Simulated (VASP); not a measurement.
Set up this calculation in VASP 6.6.1, as the native input.

```yaml
Task: relaxation of cell and atoms
Functional: r2SCAN
Potentials_or_basis: VASP PAW PBE potentials, release 64 (Ba_sv, Hf_pv, O)
Cutoff: 600 eV
k_mesh: 6 × 6 × 6
Occupations: fermi-dirac, width 0.02 eV
Spin: no spin polarisation
Dipole_correction: no
Further_INCAR_settings: ALGO = Normal; EDIFF = 1e-06; IBRION = 2; EDIFFG = -0.005; NSW = 80; ISIF = 3
```

The system is BaHfO3.

```
Ba Hf O
1.0
     4.20608    0.00000    0.00000
     0.00000    4.20608    0.00000
     0.00000    0.00000    4.20624
Ba Hf O
1 1 3
Cartesian
  2.1030 2.1030 2.4060
  0.0000 0.0000 0.3028
  0.0000 2.1030 0.3028
  2.1030 0.0000 0.3028
  0.0000 0.0000 2.4060
```

The input as run:

POSCAR

```
BaHfO3
1.0
    4.2060836815      0.0000000000      0.0000000000
    0.0000000000      4.2060836815      0.0000000000
    0.0000000000      0.0000000000      4.2062413451
Ba Hf O
1 1 3
Direct
    0.5000000000      0.5000000000      0.5719987723
    0.0000000000      0.0000000000      0.0719977533
    0.0000000000      0.5000000000      0.0719987787
    0.5000000000      0.0000000000      0.0719987787
    0.0000000000      0.0000000000      0.5720029071
```

INCAR.step1

```
SYSTEM = BaHfO3
  PREC = Accurate
  ENCUT = 600
  ISMEAR = -1
  SIGMA = 0.02
  LREAL = .FALSE.
  LASPH = .TRUE.
  NELM = 80
  GGA = PE
  ALGO = Normal
  EDIFF = 1E-4
  LWAVE = .TRUE.
  LCHARG = .FALSE.
```

INCAR.step2

```
SYSTEM = BaHfO3
  PREC = Accurate
  ENCUT = 600
  EDIFF = 1E-6
  ISMEAR = -1
  SIGMA = 0.02
  LREAL = .FALSE.
  LASPH = .TRUE.
  NELM = 80
  ALGO = Normal
  ISIF = 3
  LWAVE = .FALSE.
  LCHARG = .FALSE.
  METAGGA = R2SCAN
  LMIXTAU = .TRUE.
  IBRION = 2
  NSW = 80
  EDIFFG = -0.005
  ISTART = 1
```

KPOINTS

```
regular mesh
0
G
  6 6 6
  0 0 0
```

Potentials or basis: VASP PAW PBE potentials, release 64 (Ba_sv, Hf_pv, O).

Run with:

```bash
$ cat potpaw_PBE.64/Ba_sv/POTCAR potpaw_PBE.64/Hf_pv/POTCAR potpaw_PBE.64/O/POTCAR > POTCAR
$ cp INCAR.step1 INCAR
$ mpirun -np 1 vasp_std > vasp.out
$ cp INCAR.step2 INCAR
$ mpirun -np 1 vasp_std > vasp.out
```

Results of the run:

The relaxed volume is 14.50 Å³/atom and the relaxed cell is a = 4.170 Å, b = 4.170 Å, c = 4.170 Å, α = 90.00°, β = 90.00°, γ = 90.00°. The space group after relaxing (to 0.1 Å) is Pm-3m (No. 221). The energy gained by relaxing is 5.3 meV/atom. The ionic steps are 3. The pressure after relaxing is 0.0 GPa and the band gap on the k mesh is 4.12 eV (least direct gap 4.36 eV).

Caveat: the PAW data sets were made with another functional, which shifts forces and pressure a little; spin-orbit coupling is left out, which moves the levels of the heavy elements.

Run time: 16 min on 1 thread of Intel Xeon 8259CL (shared host), peak memory 0.3 GiB.
